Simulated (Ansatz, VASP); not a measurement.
## ZnO: VASP beside Ansatz

```
CELL_PARAMETERS angstrom
3.84858 0.00000 0.00000
0.00000 3.84858 0.00000
0.00000 0.00000 3.58776
ATOMIC_POSITIONS crystal
Zn 0.00000 0.00000 0.50000
Zn 0.50000 0.50000 0.50000
O 0.00000 0.50000 0.67963
O 0.50000 0.00000 0.32037
```

Alike in both runs: task relaxation of cell and atoms; functional PBE; k mesh 8 × 8 × 8; occupations gaussian, width 0.02 eV; no spin polarisation.

```csv
,VASP,Ansatz
version,VASP 6.6.1,Ansatz 0.2.0
potentials or method,"VASP PAW PBE potentials, release 64 (Zn, O), cutoff 600 eV","scalar-relativistic, plane waves, PAW"
valence electrons in the cell,36,36
```

Ansatz gave:

* gap on the k mesh at the Fermi level, each at its own relaxed structure (eV): 1.07
* relaxed volume (Å³/atom): 13.05
* relaxed length of the cell vector where the two differ most in proportion (Å): 3.526

Which values does VASP return?

gap on the k mesh at the Fermi level, each at its own relaxed structure (eV): 0.93; relaxed volume (Å³/atom): 12.78; relaxed length of the cell vector where the two differ most in proportion (Å): 3.450.
